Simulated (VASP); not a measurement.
The system is MnO.

```
Mn O
1.0
     0.00000    2.22300    2.22300
     2.22300    0.00000    2.22300
     2.22300    2.22300    0.00000
Mn O
1 1
Direct
  0.00000 0.00000 0.00000
  0.50000 0.50000 0.50000
```

Program: VASP 6.6.1. Alike in all runs: task single point; spin collinear, ferromagnetic start; cell as given; k mesh 12 × 12 × 12; cutoff (eV) 520; smearing fermi-dirac 0.1 eV.

**Question.** Order these runs on this cell by their pressure, lowest first.
A. level PBEsol; potentials or basis VASP PAW PBE potentials, release 64 (Mn_pv, O)
B. level BLYP; potentials or basis VASP PAW PBE potentials, release 64 (Mn_pv, O)
C. level RPBE; potentials or basis VASP PAW PBE potentials, release 64 (Mn_pv, O)
D. level PBE; potentials or basis VASP PAW PBE potentials, release 64 (Mn_pv, O)
E. level LDA; potentials or basis VASP PAW LDA potentials, release 64 (Mn_pv, O)

**Answer.** E (-17.5 GPa), A (-7.7 GPa), D (-0.4 GPa), B (3.5 GPa), C (5.8 GPa).

Caveats: a cell with one magnetic atom can't hold antiferromagnetic order, which such compounds often take; the PAW data sets were made with another functional, which shifts forces and pressure a little (at least some runs); the cell stands under pressure (at least some runs); the cell stands under tension (at least some runs).
